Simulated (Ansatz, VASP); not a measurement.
**Ge: VASP beside Ansatz**

```
Ge
1.0
    -0.08486    2.78634    2.78634
     2.78634   -0.08486    2.78634
     2.78634    2.78634   -0.08486
Ge
2
Direct
  0.50000 0.50000 0.50000
  0.75000 0.75000 0.75000
```

Change from the starting cell: equal xy, yz and zx shear strains of -3 %.

Alike in both runs: task single point; functional LDA; k mesh 10 × 10 × 10; occupations fermi-dirac, width 0.05 eV; no spin polarisation.

```csv
,VASP,Ansatz
version,VASP 6.6.1,Ansatz 0.2.0
potentials or method,"VASP PAW LDA potentials, release 64 (Ge_d), cutoff 520 eV","all-electron LAPW, scalar-relativistic"
```

VASP gave:

| Item | Value |
| --- | --- |
| pressure (GPa) | -0.9 |
| traceless stress, the component that is largest in VASP (GPa) | 2.56 |
| rms of the force components (eV/Å) | 0.295 |

What did Ansatz give for the same quantities?

Pressure (GPa): -0.9; traceless stress, the component that is largest in VASP (GPa): 2.54; rms of the force components (eV/Å): 0.292.

LDA's correlation is that of Perdew and Zunger in VASP and of Perdew and Wang (1992) in Ansatz. Atom by atom the forces differ by 0.003 eV/Å (rms over components). Ansatz ran all-electron here, and VASP with PAW potentials.
